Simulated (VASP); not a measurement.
# KCl (Pm-3m) in VASP: a series of runs, part 2 of 2

VASP 6.6.1.

### Step 3. Electric field gradients, PBE (volume scaled by 1.04)

File INCAR:

```
SYSTEM = KCl
PREC     = Accurate       ! precision mode
ENCUT    = 520            ! plane-wave cutoff, eV
EDIFF    = 1E-8           ! SCF threshold, eV
ISMEAR   = -1             ! smearing method
SIGMA    = 0.02           ! smearing width, eV
LREAL    = .FALSE.        ! projectors in reciprocal space
LASPH    = .TRUE.         ! aspherical terms in the spheres
NELM     = 60             ! most SCF steps
ALGO     = Normal         ! electronic algorithm
ISIF     = 2              ! what is computed and relaxed
LWAVE    = .FALSE.        ! write WAVECAR
LCHARG   = .FALSE.        ! write CHGCAR
GGA      = PE             ! functional
LEFG     = .TRUE.       
NBANDS   = 15             ! bands
```

File KPOINTS:

```
Automatic mesh
0
G
  7 7 7
  0 0 0
```

File POSCAR:

```
KCl
1.0
    3.6818212735      0.0000000000      0.0000000000
    0.0000000000      3.6818212735      0.0000000000
    0.0000000000      0.0000000000      3.6818212735
K Cl
1 1
Direct
    0.0000000000      0.0000000000      0.0000000000
    0.5000000000      0.5000000000      0.5000000000
```

Potentials or basis: VASP PAW PBE potentials, release 64 (K_sv, Cl).

The run is started by

```sh
> cat potpaw_PBE.64/K_sv/POTCAR potpaw_PBE.64/Cl/POTCAR > POTCAR
> mpirun -np 1 vasp_std > vasp.out
```

OUTCAR:

```text
SYSTEM = KCl
   PREC = Accurate
   ENCUT = 520
   EDIFF = 1E-8
   ISMEAR = -1
   LREAL = .FALSE.
   LASPH = .TRUE.
   NELM = 60
   ISIF = 2
   GGA = PE

 ion  position               nearest neighbor table
   1  0.000  0.000  0.000-   2 3.19   2 3.19   2 3.19   2 3.19   2 3.19   2 3.19   2 3.19   2 3.19

   2  0.500  0.500  0.500-   1 3.19   1 3.19   1 3.19   1 3.19   1 3.19   1 3.19   1 3.19   1 3.19

  LATTYP: Found a simple cubic cell.
 ALAT       =     3.6818212735

  Lattice vectors:

 A1 = (   3.6818212735,   0.0000000000,   0.0000000000)
 A2 = (   0.0000000000,   3.6818212735,   0.0000000000)
 A3 = (   0.0000000000,   0.0000000000,   3.6818212735)

Analysis of symmetry for initial positions (statically):
=====================================================================
 Subroutine PRICEL returns:
 Original cell was already a primitive cell.

 Routine SETGRP: Setting up the symmetry group for a
 simple cubic supercell.

 Subroutine GETGRP returns: Found 48 space group operations
 (whereof 48 operations were pure point group operations)
 out of a pool of 48 trial point group operations.

The static configuration has the point symmetry O_h .

Analysis of symmetry for dynamics (positions and initial velocities):
=====================================================================
 Subroutine PRICEL returns:
 Original cell was already a primitive cell.

 Routine SETGRP: Setting up the symmetry group for a
 simple cubic supercell.

 Subroutine GETGRP returns: Found 48 space group operations
 (whereof 48 operations were pure point group operations)
 out of a pool of 48 trial point group operations.

The dynamic configuration has the point symmetry O_h .

[... 497 lines left out ...]
      6      -1.7275      2.00000
      7      -1.7275      2.00000
      8      -1.6704      2.00000
      9       8.5647      0.00000
     10       8.9112      0.00000
     11       8.9112      0.00000
     12      10.2689      0.00000
     13      10.3251      0.00000
     14      10.3251      0.00000
     15      12.8253      0.00000

------------------------ aborting loop because EDIFF is reached ----------------------------------------

  FORCE on cell =-STRESS in cart. coord.  units (eV):
  Direction    XX          YY          ZZ          XY          YZ          ZX
  --------------------------------------------------------------------------------------
  -------------------------------------------------------------------------------------
  Total        0.9738031      0.9738031      0.9738031      0.0000000      0.0000000     -0.0000000
  in kB       31.2603339     31.2603339     31.2603339      0.0000000      0.0000000     -0.0000000
  external PRESSURE =      31.2603339 kB  Pullay stress =       0.0000000 kB

 VOLUME and BASIS-vectors are now :
 -----------------------------------------------------------------------------
  energy-cutoff  :      520.00
  volume of cell :       49.91
      direct lattice vectors                 reciprocal lattice vectors
     3.681821274  0.000000000  0.000000000     0.271604710  0.000000000  0.000000000
     0.000000000  3.681821274  0.000000000     0.000000000  0.271604710  0.000000000
     0.000000000  0.000000000  3.681821274     0.000000000  0.000000000  0.271604710

 POSITION                                       TOTAL-FORCE (eV/Angst)
 -----------------------------------------------------------------------------------
      0.00000      0.00000      0.00000         0.000000      0.000000      0.000000
      1.84091      1.84091      1.84091         0.000000      0.000000      0.000000
 -----------------------------------------------------------------------------------
    total drift:                               -0.000000      0.000000      0.000000

  FREE ENERGIE OF THE ION-ELECTRON SYSTEM (eV)
  ---------------------------------------------------
  free  energy   TOTEN  =        -6.5963515188 eV

  energy  without entropy=       -6.5963515188  energy(sigma->0) =       -6.59635152

 Electric field gradients (V/A^2)
---------------------------------------------------------------------
 ion       V_xx      V_yy      V_zz      V_xy      V_xz      V_yz
---------------------------------------------------------------------
   1       0.000     0.000     0.000    -0.000    -0.000    -0.000
   2       0.000    -0.000    -0.000    -0.000     0.000    -0.000
---------------------------------------------------------------------

 Electric field gradients after diagonalization (V/A^2)
 (convention: |V_zz| > |V_xx| > |V_yy|)
----------------------------------------------------------------------
 ion       V_xx      V_yy      V_zz     asymmetry (V_yy - V_xx)/ V_zz
----------------------------------------------------------------------
   1       0.000     0.000     0.000      -0.280
   2       0.000    -0.000    -0.000       0.229
----------------------------------------------------------------------

           NMR quadrupolar parameters

 Cq : quadrupolar parameter    Cq=e*Q*V_zz/h
 eta: asymmetry parameters     (V_yy - V_xx)/ V_zz
 Q  : nuclear electric quadrupole moment in mb (millibarn)
----------------------------------------------------------------------
 ion       Cq(MHz)       eta       Q (mb)
----------------------------------------------------------------------
   1       0.000      -0.280       1.000
   2      -0.000       0.229       1.000
----------------------------------------------------------------------
```

OSZICAR:

```text
N       E                     dE             d eps       ncg     rms          rms(c)
DAV:   1     0.106285276204E+03    0.10629E+03   -0.74361E+03   600   0.987E+02
DAV:   2    -0.135451380414E+01   -0.10764E+03   -0.10037E+03   805   0.248E+02
DAV:   3    -0.670359578478E+01   -0.53491E+01   -0.53280E+01   824   0.499E+01
DAV:   4    -0.688223409314E+01   -0.17864E+00   -0.17861E+00   858   0.825E+00
DAV:   5    -0.688373041899E+01   -0.14963E-02   -0.14963E-02   839   0.815E-01    0.344E+00
DAV:   6    -0.662515041650E+01    0.25858E+00   -0.27233E-01   775   0.330E+00    0.289E+00
DAV:   7    -0.659399539356E+01    0.31155E-01   -0.88623E-02   789   0.204E+00    0.168E+00
DAV:   8    -0.659615912660E+01   -0.21637E-02   -0.15987E-02   813   0.100E+00    0.214E-01
DAV:   9    -0.659614673088E+01    0.12396E-04   -0.60652E-04   803   0.174E-01    0.982E-02
DAV:  10    -0.659635405398E+01   -0.20732E-03   -0.27904E-04   663   0.135E-01    0.263E-02
DAV:  11    -0.659635125780E+01    0.27962E-05   -0.93306E-06   832   0.232E-02    0.694E-03
DAV:  12    -0.659635159153E+01   -0.33373E-06   -0.78965E-07   670   0.772E-03    0.184E-03
DAV:  13    -0.659635153583E+01    0.55703E-07   -0.79977E-08   797   0.245E-03    0.339E-04
DAV:  14    -0.659635149253E+01    0.43301E-07   -0.10599E-08   624   0.817E-04    0.119E-04
DAV:  15    -0.659635150673E+01   -0.14202E-07   -0.81773E-10   503   0.215E-04    0.542E-05
DAV:  16    -0.659635151677E+01   -0.10035E-07   -0.32513E-10   405   0.129E-04    0.266E-05
DAV:  17    -0.659635151879E+01   -0.20184E-08   -0.11318E-10   377   0.643E-05
   1 F= -.65963515E+01 E0= -.65963515E+01  d E =-.744212E-13
```

Run time: 29 s. Hardware: 1 thread of Intel Xeon 8259CL, shared host; peak memory 0.16 GiB.

Results:

| Property | Result |
| --- | --- |
| Free energy | -6.5964 eV |
| Pressure | 3.1 GPa |
| Band gap on the k mesh | 5.40 eV, indirect (least direct gap 5.60 eV) |

Levels at points of the mesh, in eV from the valence-band top:
```
           k point  band 4  band 5  band 6  band 7  band 8  band 9  band 10  band 11  band 12  band 13
(0.00, 0.00, 0.00)  -11.20  -11.20   -0.20   -0.20   -0.20    5.40     6.46     6.46    11.00    11.00
```

Caveat: without QUAD_EFG the Cq values of the log hold for a quadrupole moment of 1 mb, not for the nuclei. A k mesh can miss the band edges.

### Step 4. Density of states, PBE

File POSCAR:

```
KCl
1.0
    3.6340000000      0.0000000000      0.0000000000
    0.0000000000      3.6340000000      0.0000000000
    0.0000000000      0.0000000000      3.6340000000
K Cl
1 1
Direct
    0.0000000000      0.0000000000      0.0000000000
    0.5000000000      0.5000000000      0.5000000000
```

File INCAR.step1:

```
PREC     = Accurate       # precision mode
ENCUT    = 520            # plane-wave cutoff, eV
EDIFF    = 1E-6           # SCF threshold, eV
ISMEAR   = -1             # smearing method
SIGMA    = 0.02           # smearing width, eV
LREAL    = False          # projectors in reciprocal space
LASPH    = True           # aspherical terms in the spheres
NELM     = 100            # most SCF steps
ALGO     = Normal         # electronic algorithm
ISIF     = 2              # what is computed and relaxed
LWAVE    = False          # write WAVECAR
LCHARG   = True           # write CHGCAR
GGA      = PE             # functional
NBANDS   = 15             # bands
```

File KPOINTS.step1:

```
regular mesh
0
Gamma
  7 7 7
```

File INCAR.step2:

```
PREC     = Accurate       # precision mode
ENCUT    = 520            # plane-wave cutoff, eV
EDIFF    = 1E-6           # SCF threshold, eV
ISMEAR   = -5             # smearing method
SIGMA    = 0.02           # smearing width, eV
LREAL    = False          # projectors in reciprocal space
LASPH    = True           # aspherical terms in the spheres
NELM     = 100            # most SCF steps
ALGO     = Normal         # electronic algorithm
ISIF     = 2              # what is computed and relaxed
LWAVE    = False          # write WAVECAR
LCHARG   = False          # write CHGCAR
GGA      = PE             # functional
LORBIT   = 10             # projections on sites
NBANDS   = 15             # bands
NEDOS    = 2001           # points of the DOS
ICHARG   = 11             # starting density
```

File KPOINTS.step2:

```
regular mesh
0
Gamma
  11 11 11
```

Potentials or basis: VASP PAW PBE potentials, release 64 (K_sv, Cl).

The run is started by

```sh
> cat potpaw_PBE.64/K_sv/POTCAR potpaw_PBE.64/Cl/POTCAR > POTCAR
> cp INCAR.step1 INCAR
> cp KPOINTS.step1 KPOINTS
> mpirun -np 1 vasp_std > vasp.out
> cp INCAR.step2 INCAR
> cp KPOINTS.step2 KPOINTS
> mpirun -np 1 vasp_std > vasp.out
```

OUTCAR:

```text
PREC = Accurate
   ENCUT = 520
   EDIFF = 1E-6
   ISMEAR = -5
   LREAL = False
   LASPH = True
   NELM = 100
   ISIF = 2
   GGA = PE
   LORBIT = 10
   ICHARG = 11

 ion  position               nearest neighbor table
   1  0.000  0.000  0.000-   2 3.15   2 3.15   2 3.15   2 3.15   2 3.15   2 3.15   2 3.15   2 3.15

   2  0.500  0.500  0.500-   1 3.15   1 3.15   1 3.15   1 3.15   1 3.15   1 3.15   1 3.15   1 3.15

  LATTYP: Found a simple cubic cell.
 ALAT       =     3.6340000000

  Lattice vectors:

 A1 = (   3.6340000000,   0.0000000000,   0.0000000000)
 A2 = (   0.0000000000,   3.6340000000,   0.0000000000)
 A3 = (   0.0000000000,   0.0000000000,   3.6340000000)

Analysis of symmetry for initial positions (statically):
=====================================================================
 Subroutine PRICEL returns:
 Original cell was already a primitive cell.

 Routine SETGRP: Setting up the symmetry group for a
 simple cubic supercell.

 Subroutine GETGRP returns: Found 48 space group operations
 (whereof 48 operations were pure point group operations)
 out of a pool of 48 trial point group operations.

The static configuration has the point symmetry O_h .

Analysis of symmetry for dynamics (positions and initial velocities):
=====================================================================
 Subroutine PRICEL returns:
 Original cell was already a primitive cell.

 Routine SETGRP: Setting up the symmetry group for a
 simple cubic supercell.

 Subroutine GETGRP returns: Found 48 space group operations
 (whereof 48 operations were pure point group operations)
 out of a pool of 48 trial point group operations.

The dynamic configuration has the point symmetry O_h .

 Subroutine INISYM returns: Found 48 space group operations
 (whereof 48 operations are pure point group operations),
 and found     1 'primitive' translations

----------------------------------------------------------------------------------------

                                     Primitive cell

  volume of cell :      47.9904

  direct lattice vectors                    reciprocal lattice vectors
     3.634000000  0.000000000  0.000000000     0.275178866  0.000000000  0.000000000
     0.000000000  3.634000000  0.000000000     0.000000000  0.275178866  0.000000000
     0.000000000  0.000000000  3.634000000     0.000000000  0.000000000  0.275178866

  length of vectors
     3.634000000  3.634000000  3.634000000     0.275178866  0.275178866  0.275178866

  position of ions in fractional coordinates (direct lattice)
     0.000000000  0.000000000  0.000000000
     0.500000000  0.500000000  0.500000000

  ion indices of the primitive-cell ions
   primitive index   ion index
                 1           1
                 2           2

----------------------------------------------------------------------------------------

 KPOINTS: regular mesh

Automatic generation of k-mesh.
 Grid dimensions read from file:
 generate k-points for:   11   11   11

 Generating k-lattice:

[... 45 lines left out ...]
   k-points           NKPTS =     56   k-points in BZ     NKDIM =     56   number of bands    NBANDS=     15
   number of dos      NEDOS =   2001   number of ions     NIONS =      2
   total plane-waves  NPLWV =  21952
   dimension x,y,z NGX =    28 NGY =   28 NGZ =   28
   dimension x,y,z NGXF=    56 NGYF=   56 NGZF=   56
   ions per type =               1   1
   NGX,Y,Z   is equivalent  to a cutoff of  12.81, 12.81, 12.81 a.u.
   NGXF,Y,Z  is equivalent  to a cutoff of  25.62, 25.62, 25.62 a.u.
 SYSTEM =  unknown system
   PREC   = accura    normal or accurate (medium, high low for compatibility)
   ISTART =      0    job   : 0-new  1-cont  2-samecut
   ICHARG =     11    charge: 1-file 2-atom 10-const
   ISPIN  =      1    spin polarized calculation?
   LNONCOLLINEAR =      F non collinear calculations
   LSORBIT =      F    spin-orbit coupling
   LASPH  =      T    aspherical Exc in radial PAW
   ENCUT  =  520.0 eV  38.22 Ry    6.18 a.u.   6.76  6.76  6.76*2*pi/ulx,y,z
   NELM   =    100;   NELMIN=  2; NELMDL=  0     # of ELM steps
   EDIFF  = 0.1E-05   stopping-criterion for ELM
   LREAL  =      F    real-space projection
   EDIFFG = 0.1E-04   stopping-criterion for IOM
   NSW    =      0    number of steps for IOM
   IBRION =     -1    ionic relax: 0-MD 1-quasi-New 2-CG
   NFREE  =      0    steps in history (QN), initial steepest desc. (CG)
   ISIF   =      2    stress and relaxation
   ISYM   =      2    0-nonsym 1-usesym 2-fastsym
   POTIM  = 0.5000    time-step for ionic-motion
   TEBEG  =    0.0;   TEEND  =   0.0 temperature during run
   PSTRESS=    0.0 pullay stress
   NELECT =      16.0000    total number of electrons
   NUPDOWN=      -1.0000    fix difference up-down
   EMIN   =  10.00;   EMAX   =-10.00  energy-range for DOS
   EFERMI =   0.00;   METHOD = LEGACY
   ISMEAR =    -5;   SIGMA  =   0.02  broadening in eV -4-tet -1-fermi 0-gaus
   EFERMI_NEDOS =   21; number of points for ismear=-14 and -15
   IALGO  =     38    algorithm
   IMIX   =      4    mixing-type and parameters
     AMIX     =   0.40;   BMIX     =  1.00
     AMIX_MAG =   1.60;   BMIX_MAG =  1.00
  volume/ion in A,a.u.               =      24.00       161.93
  Fermi-wavevector in a.u.,A,eV,Ry     =   1.135176  2.145172 17.532804  1.288625
  Thomas-Fermi vector in A             =   2.271881
   LORBIT       =     10    0 simple, 1 ext, 2 COOP (PROOUT), +10 PAW based schemes
   GGA     = PE    functional components
   LHFCALC =     F    Hartree Fock is set to
   AEXX    =    0.0000 exact exchange contribution
   IVDW    =     0    specifies the selected vdW correction
   LEPSILON=     F    determine dielectric tensor
   LRPA    =     F    only Hartree local field effects (RPA)
 non-spin polarized calculation
 Fermi weights with tetrahedron method with Bloechl corrections
  energy-cutoff  :      520.00
  volume of cell :       47.99
 maximum number of plane-waves:      1319
 NGX is ok and might be reduce to    28

 number of electron      16.0000000 magnetization

 Free energy of the ion-electron system (eV)
  ---------------------------------------------------
  ext. energy  EPLUGINS =         0.00000000
  ---------------------------------------------------
  free energy    TOTEN  =        -6.55010159 eV

  energy without entropy =       -6.55010159  energy(sigma->0) =       -6.55010159

 E-fermi :   0.0702     XC(G=0):  -8.8091

 val. band max:        0.0546792716   @ k =   0.4545   0.4545   0.0000
 cond. band min:       5.6478164474   @ k =   0.0000   0.0000   0.0000
 fundamental gap:      5.5931371758
 Fermi energy:         0.0701611437

 k-point     1 :       0.0000    0.0000    0.0000
  band No.  band energies     occupation
      1     -27.7495      2.00000
      2     -12.8484      2.00000
      3     -11.0954      2.00000
      4     -11.0954      2.00000
      5     -11.0954      2.00000
      6      -0.1641      2.00000
      7      -0.1641      2.00000
      8      -0.1641      2.00000
      9       5.6478      0.00000
     10       6.4375      0.00000
     11       6.4375      0.00000
     12      11.1313      0.00000
     13      11.1313      0.00000
     14      11.1313      0.00000
[... 401 lines left out ...]
      2     -12.9479      2.00000
      3     -11.1502      2.00000
      4     -11.0915      2.00000
      5     -10.9372      2.00000
      6      -1.3744      2.00000
      7      -0.3393      2.00000
      8      -0.3231      2.00000
      9       7.3822      0.00000
     10       7.3974      0.00000
     11       8.2415      0.00000
     12      10.5707      0.00000
     13      10.5782      0.00000
     14      11.5275      0.00000
     15      12.6382      0.00000

 [... further k-points ...]
[... 5 lines left out ...]
  --------------------------------------------------------------------------------------
  -------------------------------------------------------------------------------------
  Total        1.3558493      1.3558493      1.3558493     -0.0000000      0.0000000     -0.0000000
  in kB       45.2654923     45.2654923     45.2654923     -0.0000000      0.0000000     -0.0000000
  external PRESSURE =      45.2654923 kB  Pullay stress =       0.0000000 kB

 VOLUME and BASIS-vectors are now :
 -----------------------------------------------------------------------------
  energy-cutoff  :      520.00
  volume of cell :       47.99
      direct lattice vectors                 reciprocal lattice vectors
     3.634000000  0.000000000  0.000000000     0.275178866  0.000000000  0.000000000
     0.000000000  3.634000000  0.000000000     0.000000000  0.275178866  0.000000000
     0.000000000  0.000000000  3.634000000     0.000000000  0.000000000  0.275178866

 POSITION                                       TOTAL-FORCE (eV/Angst)
 -----------------------------------------------------------------------------------
      0.00000      0.00000      0.00000         0.000000      0.000000      0.000000
      1.81700      1.81700      1.81700         0.000000      0.000000      0.000000
 -----------------------------------------------------------------------------------
    total drift:                               -0.000000      0.000000      0.000000

  FREE ENERGIE OF THE ION-ELECTRON SYSTEM (eV)
  ---------------------------------------------------
  free  energy   TOTEN  =        -6.5501015868 eV

  energy  without entropy=       -6.5501015868  energy(sigma->0) =       -6.55010159

 total charge

# of ion       s       p       d       tot
------------------------------------------
    1        1.960   5.587   0.033   7.580
    2        1.591   3.590   0.000   5.181
--------------------------------------------------
tot          3.550   9.178   0.033  12.761
```

Wall time 57 s (1 thread of Intel Xeon 8259CL, shared host); peak memory 0.17 GiB.

Results:

```
Valence electrons inside the program's atomic spheres : K 7.58; Cl 5.18
```

Levels at points of the mesh, in eV from the valence-band top:
| k point | band 4 | band 5 | band 6 | band 7 | band 8 | band 9 | band 10 | band 11 | band 12 | band 13 |
| --- | --- | --- | --- | --- | --- | --- | --- | --- | --- | --- |
| (0.00, 0.00, 0.00) | -11.15 | -11.15 | -0.22 | -0.22 | -0.22 | 5.59 | 6.38 | 6.38 | 11.08 | 11.08 |

### Step 5. Summary

| task | cell | k mesh for the DOS | occupations for the DOS | gap on the mesh (eV) | pressure (GPa) |
| --- | --- | --- | --- | --- | --- |
| electric field gradients | a = 3.634 Å, 2 atoms | - | - | 5.61 | 4.5 |
| electric field gradients | a = 3.682 Å, 2 atoms | - | - | 5.40 | 3.1 |
| density of states | a = 3.634 Å, 2 atoms | 11 × 11 × 11 | tetrahedron | - | - |

Alike in all rows: level PBE; potentials or basis VASP PAW PBE potentials, release 64 (K_sv, Cl); no spin polarisation; k mesh 7 × 7 × 7; cutoff (eV) 520; smearing fermi-dirac 0.02 eV.

Absolute energies hang on the potentials; compare differences alone.
